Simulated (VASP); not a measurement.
# Zn3PAu (Pm-3m) in VASP: notebook, part 2 of 2

VASP 6.6.1. The steps go on from the part before.

**4. Relaxation of cell and atoms, PBE**

This run uses another cell than the first one, of 22.71 Å³/atom.

INCAR

```
SYSTEM = Zn3PAu
ALGO     = Normal         ! electronic algorithm
EDIFF    = 1E-6           ! SCF threshold, eV
EDIFFG   = -0.01          ! ionic threshold
ENCUT    = 600            ! plane-wave cutoff, eV
GGA      = PE             ! functional
IBRION   = 2              ! ionic algorithm
ISIF     = 3              ! what is computed and relaxed
ISMEAR   = 0              ! smearing method
LASPH    = .True.         ! aspherical terms in the spheres
LCHARG   = .False.        ! write CHGCAR
LREAL    = .False.        ! projectors in reciprocal space
LWAVE    = .False.        ! write WAVECAR
NELM     = 80             ! most SCF steps
NSW      = 100            ! ionic steps
PREC     = Accurate       ! precision mode
SIGMA    = 0.1            ! smearing width, eV
```

KPOINTS

```
k-points
0
Gamma
  8 8 8
  0 0 0
```

POSCAR

```
Zn3PAu
1.0
    4.8427282638      0.0000000000      0.0000000000
    0.0000000000      4.8427282638      0.0000000000
    0.0000000000      0.0000000000      4.8427282638
Zn P Au
3 1 1
Direct
    0.0000000000      0.5000000000      0.5000000000
    0.5000000000      0.0000000000      0.5000000000
    0.5000000000      0.5000000000      0.0000000000
    0.0000000000      0.0000000000      0.0000000000
    0.5000000000      0.5000000000      0.5000000000
```

Potentials or basis: VASP PAW PBE potentials, release 64 (Zn, P, Au).

Started as:

```sh
cat potpaw_PBE.64/Zn/POTCAR potpaw_PBE.64/P/POTCAR potpaw_PBE.64/Au/POTCAR > POTCAR
mpirun -np 1 vasp_std > vasp.out
```

OUTCAR:

```text
SYSTEM = Zn3PAu
   EDIFF = 1E-6
   EDIFFG = -0.01
   ENCUT = 600
   GGA = PE
   IBRION = 2
   ISIF = 3
   ISMEAR = 0
   LASPH = .True.
   LREAL = .False.
   NELM = 80
   NSW = 100
   PREC = Accurate

 ion  position               nearest neighbor table
   1  0.000  0.500  0.500-   5 2.42   5 2.42
   2  0.500  0.000  0.500-   5 2.42   5 2.42
   3  0.500  0.500  0.000-   5 2.42   5 2.42
   4  0.000  0.000  0.000-
   5  0.500  0.500  0.500-   1 2.42   2 2.42   3 2.42   3 2.42   2 2.42   1 2.42

  LATTYP: Found a simple cubic cell.
 ALAT       =     4.8427282638

  Lattice vectors:

 A1 = (   4.8427282638,   0.0000000000,   0.0000000000)
 A2 = (   0.0000000000,   4.8427282638,   0.0000000000)
 A3 = (   0.0000000000,   0.0000000000,   4.8427282638)

Analysis of symmetry for initial positions (statically):
=====================================================================
 Subroutine PRICEL returns:
 Original cell was already a primitive cell.

 Routine SETGRP: Setting up the symmetry group for a
 simple cubic supercell.

 Subroutine GETGRP returns: Found 48 space group operations
 (whereof 48 operations were pure point group operations)
 out of a pool of 48 trial point group operations.

The static configuration has the point symmetry O_h .

Analysis of symmetry for dynamics (positions and initial velocities):
=====================================================================
 Subroutine PRICEL returns:
 Original cell was already a primitive cell.

 Routine SETGRP: Setting up the symmetry group for a
 simple cubic supercell.

 Subroutine GETGRP returns: Found 48 space group operations
 (whereof 48 operations were pure point group operations)
 out of a pool of 48 trial point group operations.

The dynamic configuration has the point symmetry O_h .

 Subroutine INISYM returns: Found 48 space group operations
 (whereof 48 operations are pure point group operations),
 and found     1 'primitive' translations

----------------------------------------------------------------------------------------

                                     Primitive cell

  volume of cell :     113.5717

  direct lattice vectors                    reciprocal lattice vectors
     4.842728264  0.000000000  0.000000000     0.206495171  0.000000000  0.000000000
     0.000000000  4.842728264  0.000000000     0.000000000  0.206495171  0.000000000
     0.000000000  0.000000000  4.842728264     0.000000000  0.000000000  0.206495171

  length of vectors
     4.842728264  4.842728264  4.842728264     0.206495171  0.206495171  0.206495171

  position of ions in fractional coordinates (direct lattice)
     0.000000000  0.500000000  0.500000000
     0.500000000  0.000000000  0.500000000
     0.500000000  0.500000000  0.000000000
     0.000000000  0.000000000  0.000000000
     0.500000000  0.500000000  0.500000000

  ion indices of the primitive-cell ions
   primitive index   ion index
                 1           1
                 2           2
                 3           3
                 4           4
                 5           5

[... 29 lines left out ...]
  0.125000  0.000000  0.000000      6.000000
  0.250000  0.000000  0.000000      6.000000
  0.375000  0.000000  0.000000      6.000000
  0.500000  0.000000  0.000000      3.000000
  0.125000  0.125000  0.000000     12.000000
[... 16 lines left out ...]
  0.375000  0.375000  0.125000     24.000000
  0.500000  0.375000  0.125000     24.000000
 [... further k-points ...]
   k-points           NKPTS =     35   k-points in BZ     NKDIM =     35   number of bands    NBANDS=     31
   number of dos      NEDOS =    301   number of ions     NIONS =      5
   total plane-waves  NPLWV =  64000
   dimension x,y,z NGX =    40 NGY =   40 NGZ =   40
   dimension x,y,z NGXF=    80 NGYF=   80 NGZF=   80
   ions per type =               3   1   1
   NGX,Y,Z   is equivalent  to a cutoff of  13.73, 13.73, 13.73 a.u.
   NGXF,Y,Z  is equivalent  to a cutoff of  27.46, 27.46, 27.46 a.u.
 SYSTEM =  Zn3PAu
   PREC   = accura    normal or accurate (medium, high low for compatibility)
   ISTART =      0    job   : 0-new  1-cont  2-samecut
   ICHARG =      2    charge: 1-file 2-atom 10-const
   ISPIN  =      1    spin polarized calculation?
   LNONCOLLINEAR =      F non collinear calculations
   LSORBIT =      F    spin-orbit coupling
   LASPH  =      T    aspherical Exc in radial PAW
   ENCUT  =  600.0 eV  44.10 Ry    6.64 a.u.   9.67  9.67  9.67*2*pi/ulx,y,z
   NELM   =     80;   NELMIN=  2; NELMDL= -5     # of ELM steps
   EDIFF  = 0.1E-05   stopping-criterion for ELM
   LREAL  =      F    real-space projection
   EDIFFG = -.1E-01   stopping-criterion for IOM
   NSW    =    100    number of steps for IOM
   IBRION =      2    ionic relax: 0-MD 1-quasi-New 2-CG
   NFREE  =      1    steps in history (QN), initial steepest desc. (CG)
   ISIF   =      3    stress and relaxation
   ISYM   =      2    0-nonsym 1-usesym 2-fastsym
   POTIM  = 0.5000    time-step for ionic-motion
   TEBEG  =    0.0;   TEEND  =   0.0 temperature during run
   PSTRESS=    0.0 pullay stress
   NELECT =      52.0000    total number of electrons
   NUPDOWN=      -1.0000    fix difference up-down
   EMIN   =  10.00;   EMAX   =-10.00  energy-range for DOS
   EFERMI =   0.00;   METHOD = LEGACY
   ISMEAR =     0;   SIGMA  =   0.10  broadening in eV -4-tet -1-fermi 0-gaus
   EFERMI_NEDOS =   21; number of points for ismear=-14 and -15
   IALGO  =     38    algorithm
   IMIX   =      4    mixing-type and parameters
     AMIX     =   0.40;   BMIX     =  1.00
     AMIX_MAG =   1.60;   BMIX_MAG =  1.00
  volume/ion in A,a.u.               =      22.71       153.28
  Fermi-wavevector in a.u.,A,eV,Ry     =   1.261786  2.384431 21.661903  1.592105
  Thomas-Fermi vector in A             =   2.395228
   LORBIT       =      0    0 simple, 1 ext, 2 COOP (PROOUT), +10 PAW based schemes
   GGA     = PE    functional components
   LHFCALC =     F    Hartree Fock is set to
   AEXX    =    0.0000 exact exchange contribution
   IVDW    =     0    specifies the selected vdW correction
   LEPSILON=     F    determine dielectric tensor
   LRPA    =     F    only Hartree local field effects (RPA)
 conjugate gradient relaxation of ions
 non-spin polarized calculation
 Gauss-broadening in eV      SIGMA  =   0.10
  energy-cutoff  :      600.00
  volume of cell :      113.57
 maximum number of plane-waves:      3840
 NGX is ok and might be reduce to    40
   NGX = 19   NGY = 19   NGZ = 19

--------------------------------------- Ionic step        1  -------------------------------------------

 number of electron      51.9999973 magnetization

 Free energy of the ion-electron system (eV)
  ---------------------------------------------------
  ext. energy  EPLUGINS =         0.00000000
  ---------------------------------------------------
  free energy    TOTEN  =        -9.25936566 eV

  energy without entropy =       -9.23780609  energy(sigma->0) =       -9.24858587

------------------------ aborting loop because EDIFF is reached ----------------------------------------

  FORCE on cell =-STRESS in cart. coord.  units (eV):
  Direction    XX          YY          ZZ          XY          YZ          ZX
  --------------------------------------------------------------------------------------
  -------------------------------------------------------------------------------------
  Total        0.1625163      0.1625163      0.1625163      0.0000000      0.0000000      0.0000000
  in kB        2.2926467      2.2926467      2.2926467      0.0000000      0.0000000      0.0000000
  external PRESSURE =       2.2926467 kB  Pullay stress =       0.0000000 kB
[... 65 lines left out ...]
--------------------------------------- Ionic step        3  -------------------------------------------

 number of electron      51.9999973 magnetization

 Free energy of the ion-electron system (eV)
  ---------------------------------------------------
  ext. energy  EPLUGINS =         0.00000000
  ---------------------------------------------------
  free energy    TOTEN  =        -9.25954705 eV

  energy without entropy =       -9.23794072  energy(sigma->0) =       -9.24874389

 E-fermi :   2.1881     XC(G=0):  -9.6778

 val. band max:        2.1555252520   @ k =   0.3750   0.2500   0.1250
 cond. band min:       2.1921577105   @ k =   0.5000   0.1250   0.1250
 fundamental gap:      0.0366324585
 Fermi energy:         2.1881121731

 k-point     1 :       0.0000    0.0000    0.0000
  band No.  band energies     occupation
      1      -7.3422      2.00000
      2      -5.8021      2.00000
      3      -5.7626      2.00000
      4      -5.7626      2.00000
      5      -5.1902      2.00000
      6      -5.1902      2.00000
[... 805 lines left out ...]
     30       6.3171      0.00000
     31       6.7019      0.00000

 [... further k-points ...]
[... 5 lines left out ...]
  --------------------------------------------------------------------------------------
  -------------------------------------------------------------------------------------
  Total       -0.0098614     -0.0098614     -0.0098614     -0.0000000     -0.0000000      0.0000000
  in kB       -0.1387441     -0.1387441     -0.1387441     -0.0000000     -0.0000000      0.0000000
  external PRESSURE =      -0.1387441 kB  Pullay stress =       0.0000000 kB
[... 20 lines left out ...]
  FREE ENERGIE OF THE ION-ELECTRON SYSTEM (eV)
  ---------------------------------------------------
  free  energy   TOTEN  =        -9.2595470530 eV

  energy  without entropy=       -9.2379407194  energy(sigma->0) =       -9.24874389

 reached required accuracy - stopping structural energy minimisation
```

It took 95 s on 1 thread of Intel Xeon 6975P-C (Granite Rapids), shared host; peak memory 0.34 GiB.

What came out:

```yaml
Free_energy: -9.2595 eV
Relaxed_volume: 22.78 Å³/atom
Relaxed_cell: a = 4.847 Å, b = 4.847 Å, c = 4.847 Å, α = 90.00°, β = 90.00°, γ = 90.00°
Space_group_after_relaxing_to_0.1_Å: Pm-3m (No. 221)
Energy_gained_by_relaxing: 0.0 meV/atom
Ionic_steps: 3
Pressure_after_relaxing: 0.0 GPa
Band_gap_on_the_k_mesh: zero (bands 26 and 27 overlap by 3.15 eV)
```

Step by step:
| step | energy change (eV) | largest force (eV/Å) | pressure (GPa) | volume (Å³) |
| --- | --- | --- | --- | --- |
| 1 | 0.0000 | 0.0000 | 0.23 | 113.57 |
| 2 | -0.0001 | 0.0000 | -0.09 | 114.11 |
| 3 | -0.0002 | 0.0000 | -0.01 | 113.88 |

Final structure:
```
Zn P Au
1.0
     4.84705    0.00000    0.00000
     0.00000    4.84705    0.00000
     0.00000    0.00000    4.84705
Zn P Au
3 1 1
Direct
  0.00000 0.50000 0.50000
  0.50000 0.00000 0.50000
  0.50000 0.50000 0.00000
  0.00000 0.00000 0.00000
  0.50000 0.50000 0.50000
```

Levels at points of the mesh, in eV from the Fermi level:
| k point | band 24 | band 25 | band 26 | band 27 | band 28 | band 29 |
| --- | --- | --- | --- | --- | --- | --- |
| (0.00, 0.00, 0.00) | -1.59 | -1.59 | 1.53 | 1.53 | 1.82 | 1.82 |
| (0.50, 0.00, 0.00) | -0.47 | -0.47 | -0.21 | 0.65 | 0.65 | 2.24 |
| (0.50, 0.50, 0.00) | -4.01 | -0.22 | 0.66 | 0.66 | 1.83 | 2.16 |
| (0.50, 0.50, 0.50) | -2.77 | -2.77 | -1.62 | -1.62 | -1.62 | 5.23 |

Caveat: spin-orbit coupling is left out, which moves the levels of the heavy elements.

**5. Summary**

| task | cell | k mesh | cutoff (eV) | gap on the mesh (eV) | pressure (GPa) | relaxed volume (Å³/atom) |
| --- | --- | --- | --- | --- | --- | --- |
| relaxation of cell and atoms | relaxed from a = 4.195 Å, 5 atoms | 4 × 4 × 4 | 600 | none | 0.0 | 22.75 |
| single point | a = 4.843 Å, 5 atoms | 8 × 8 × 8 | 520 | none | 0.2 | - |
| relaxation of cell and atoms | relaxed from a = 4.843 Å, 5 atoms | 8 × 8 × 8 | 600 | none | 0.0 | 22.78 |

Alike in all rows: level PBE; potentials or basis VASP PAW PBE potentials, release 64 (Zn, P, Au); no spin polarisation; smearing gaussian 0.1 eV.

Caveats: some runs use coarse meshes; spin-orbit coupling is left out, which moves the levels of the heavy elements; the volume moved by over 15 % at a fixed basis, so the end points are rough (at least some runs).

Total energies depend on the potentials used, so only differences within one code and one set of settings carry meaning.

The gap in the log of VASP goes by the Fermi energy; the results here count the filled bands.